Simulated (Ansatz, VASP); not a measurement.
**One calculation of Si2W, two programs**

```xyz
3
Lattice="-1.4780 1.4780 4.3193 1.4780 -1.4780 4.3193 1.4780 1.4780 -4.3193" Properties=species:S:1:pos:R:3 pbc="T T T"
Si    0.0000    0.0000    2.8903
Si    0.0000    0.0000    5.7484
W     0.0000    0.0000    0.0000
```

Alike in both runs: task single point; functional PBE; k mesh 18 × 18 × 18; occupations gaussian, width 0.15 eV; no spin polarisation.

```csv
,VASP,Ansatz
version,VASP 6.6.1,Ansatz 0.2.0
potentials or method,"VASP PAW PBE potentials, release 64 (Si, W_sv), cutoff 520 eV","scalar-relativistic, plane waves, PAW"
valence electrons in the cell,22,22
```

VASP gave:

```
gap on the k mesh at the Fermi level (eV)                     : none
pressure (GPa)                                                : 25.0
traceless stress, the component that is largest in VASP (GPa) : -38.71
rms of the force components (eV/Å)                            : 0.103
```

Which values does Ansatz return?

gap on the k mesh at the Fermi level (eV): none; pressure (GPa): 24.9; traceless stress, the component that is largest in VASP (GPa): -38.64; rms of the force components (eV/Å): 0.098.

Atom by atom the forces differ by 0.006 eV/Å (rms over components). A gap of «none» marks a metal or a gap that the smearing closes. The functional is the same, so the differences come from potentials, cutoffs and numerics.

Spin-orbit coupling is off throughout.
